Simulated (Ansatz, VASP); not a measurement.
## Two plane-wave programs on BiRu

POSCAR

```
BiRu
1.0
    0.0000000000      3.0628714472      3.0628714472
    3.0628714472      0.0000000000      3.0628714472
    3.0628714472      3.0628714472      0.0000000000
Ru Bi
1 1
Direct
    0.0000000000      0.0000000000      0.0000000000
    0.2500000000      0.2500000000      0.2500000000
```

File INCAR.step1:

```
PREC = Accurate
ENCUT = 520
ISMEAR = 0
SIGMA = 0.05
LREAL = False
LASPH = True
NELM = 60
NBANDS = 22
GGA = PE
ALGO = Normal
EDIFF = 1E-4
LWAVE = True
LCHARG = False
```

File INCAR.step2:

```
PREC = Accurate
ENCUT = 520
EDIFF = 1E-7
ISMEAR = 0
SIGMA = 0.05
LREAL = False
LASPH = True
NELM = 60
ALGO = Normal
ISIF = 2
LWAVE = False
LCHARG = False
METAGGA = R2SCAN
LMIXTAU = True
NBANDS = 22
ISTART = 1
```

The input KPOINTS:

```
regular mesh
0
Gamma
  10 10 10
```

Input for Ansatz:

```yaml
crystal:
  lattice:
    - [0.0, 3.0628714472, 3.0628714472]
    - [3.0628714472, 0.0, 3.0628714472]
    - [3.0628714472, 3.0628714472, 0.0]
  atoms:
    - { symbol: Ru, position: [0.0, 0.0, 0.0] }
    - { symbol: Bi, position: [0.25, 0.25, 0.25] }
basis:
  ecutwfc: 500
  ecutrho_ratio: 4
kpoints:
  mp_grid: { grid: [10, 10, 10] }
hamiltonian:
  xc: r2scan
scf:
  occupations: { method: gaussian, width: 0.05 }
output:
  forces: true
  stress: true
  eigenvalues: true
  write_density: true
  write_potential: true
  elf: true
  volumetric_format: npy
```

Alike in both runs: task single point; functional r2SCAN; k mesh 10 × 10 × 10; occupations gaussian, width 0.05 eV; no spin polarisation.

|  | VASP | Ansatz |
| --- | --- | --- |
| version | VASP 6.6.1 | Ansatz 0.2.0 |
| potentials or method | VASP PAW PBE potentials, release 64 (Ru_pv, Bi_d), cutoff 520 eV | scalar-relativistic, plane waves, PAW |
| valence electrons in the cell | 29 | 31 |

|  | VASP | Ansatz | Ansatz less VASP |
| --- | --- | --- | --- |
| gap on the k mesh at the Fermi level (eV) | none | none | - |
| pressure (GPa) | -2.9 | -3.1 | -0.19 |

VASP's potentials were made for PBE, not for r2SCAN. A gap of «none» marks a metal or a gap that the smearing closes. VASP's potentials hold 29 valence electrons a cell and Ansatz's 31, so a difference there can come from the potentials and not from the codes.

Neither program's run includes spin-orbit coupling.
